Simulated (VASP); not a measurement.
# H15NO6: single point with PBE+D3(BJ)

H15NO6:

```
O H N
1.0
     6.02765    0.00000    0.00000
     0.00000    6.02765    0.00000
     0.00000    0.00000    6.02765
O H N
6 15 1
Direct
  0.27294 0.94899 0.35191
  0.26038 0.31505 0.82558
  0.32059 0.75054 0.71303
  0.51952 0.52627 0.22047
  0.80245 0.26582 0.98918
  0.97481 0.84972 0.03109
  0.38033 0.02095 0.25371
  0.16433 0.89979 0.23142
  0.31380 0.47645 0.82322
  0.19392 0.29672 0.68093
  0.46574 0.80076 0.77705
  0.29569 0.82837 0.57560
  0.59947 0.65623 0.27142
  0.39739 0.50441 0.31951
  0.74979 0.37804 0.10536
  0.95629 0.31883 0.96873
  0.87560 0.98237 0.01062
  0.06720 0.83484 0.90031
  0.69379 0.07051 0.63124
  0.90415 0.92991 0.50691
  0.80653 0.16530 0.40070
  0.76287 0.02517 0.47511
```

```
Program                : VASP 6.6.1
Task                   : single point
Functional             : PBE
Dispersion             : D3(BJ)
Potentials or basis    : VASP PAW PBE potentials, release 64 (O, H, N)
Cutoff                 : 520 eV
k mesh                 : 1 × 1 × 1
Occupations            : fermi-dirac, width 0.05 eV
Spin                   : no spin polarisation
Dipole correction      : no
Further INCAR settings : LREAL = Auto; ALGO = Normal; EDIFF = 1e-06; NBANDS = 45
```

```
Pressure                   : -0.5 GPa
Largest force              : 3.043 eV/Å
Band gap on the k mesh     : 3.72 eV
Dispersion energy per atom : -0.034 eV
```

Forces in eV/Å, atoms in the order of the input:
```
O   -0.670  0.348 -1.978
O    0.325  1.382  0.502
O    1.359 -0.737  2.621
O    0.824 -0.116 -0.704
O    0.300  1.500  1.285
O   -0.665  0.114  0.514
H    0.356  0.002  0.728
H   -0.205  0.124  0.578
H   -0.629 -1.581 -0.183
H   -0.110 -0.136 -0.313
H   -1.326 -0.280 -0.751
H    0.354  0.866 -1.426
H   -0.115  0.500  0.333
H   -0.424  0.038  0.579
H   -0.437 -1.371 -1.247
H    0.090 -0.403 -0.450
H    0.659 -0.212  0.220
H    0.458 -0.068 -0.490
H    0.738 -0.283 -1.397
H   -0.797  0.866 -0.151
H    0.504  0.940 -0.573
N   -0.591 -1.493  2.303
```

Stress tensor (GPa, compression positive):
```
-1.13  0.17 -0.86
 0.17 -0.31 -1.94
-0.86 -1.94  0.01
```

Levels at points of the mesh, in eV from the valence-band top:
| k point | band 24 | band 25 | band 26 | band 27 | band 28 | band 29 | band 30 | band 31 | band 32 | band 33 |
| --- | --- | --- | --- | --- | --- | --- | --- | --- | --- | --- |
| (0.00, 0.00, 0.00) | -1.20 | -1.05 | -0.72 | -0.62 | 0.00 | 3.72 | 6.69 | 7.42 | 8.08 | 8.21 |

It took 15 s on 1 thread of Intel(R) Xeon(R) 6975P-C (Granite Rapids) (shared host), peak memory 0.32 GiB.

Caveat: the k points lie up to 1.04 Å⁻¹ apart.
